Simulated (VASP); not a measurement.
Set up this calculation in VASP 6.6.1, as the native input.

| Property | Result |
| --- | --- |
| Task | single point |
| Functional | PBE |
| Potentials or basis | VASP PAW PBE potentials, release 64 (Mg, N, I) |
| Cutoff | 520 eV |
| k mesh | 6 × 6 × 6 |
| Occupations | gaussian, width 0.1 eV |
| Spin | no spin polarisation |
| Dipole correction | no |
| Further INCAR settings | ALGO = Normal; EDIFF = 1e-07; NBANDS = 16 |

The structure of Mg2IN lies in POSCAR:

```
Mg2IN
1.0
    1.7497914180      1.0102425462      6.3251452974
   -1.7497914180      1.0102425462      6.3251452974
    0.0000000000     -2.0204850925      6.3251452974
Mg N I
2 1 1
Direct
    0.2228150000      0.2228150000      0.2228150000
    0.7771850000      0.7771850000      0.7771850000
    0.5000000000      0.5000000000      0.5000000000
    0.0000000000      0.0000000000      0.0000000000
```

This cell differs from its parent crystal: Cl replaced by I, lengths x 1.049, strained.

These files were run (other wordings do the same):

INCAR

```
SYSTEM = Mg2IN
PREC     = Accurate       ! precision mode
ENCUT    = 520            ! plane-wave cutoff, eV
EDIFF    = 1E-7           ! SCF threshold, eV
ISMEAR   = 0              ! smearing method
SIGMA    = 0.1            ! smearing width, eV
LREAL    = .FALSE.        ! projectors in reciprocal space
LASPH    = .TRUE.         ! aspherical terms in the spheres
NELM     = 100            ! most SCF steps
ALGO     = Normal         ! electronic algorithm
ISIF     = 2              ! what is computed and relaxed
LWAVE    = .FALSE.        ! write WAVECAR
LCHARG   = .FALSE.        ! write CHGCAR
GGA      = PE             ! functional
NBANDS   = 16             ! bands
```

KPOINTS

```
regular mesh
0
G
  6 6 6
  0 0 0
```

Potentials or basis: VASP PAW PBE potentials, release 64 (Mg, N, I).

The run is started by

```console
$ cat potpaw_PBE.64/Mg/POTCAR potpaw_PBE.64/N/POTCAR potpaw_PBE.64/I/POTCAR > POTCAR
$ mpirun -np 1 vasp_std > vasp.out
```

Results of the run:

```
Pressure               : 3.3 GPa
Largest force          : 1.653 eV/Å
Band gap on the k mesh : 1.36 eV (least direct gap 1.62 eV)
```

Caveat: the cell differs from its parent crystal (Cl replaced by I, lengths x 1.049, strained); the cell stands under pressure; spin-orbit coupling is left out, which moves the levels of the heavy elements; forces of over 1 eV/Å act on the atoms, so gaps and moduli don't describe the material at rest.

Run time: 78 s on 1 thread of Intel(R) Xeon(R) Platinum 8488C (Sapphire Rapids), with other jobs on the host, peak memory 0.34 GiB.
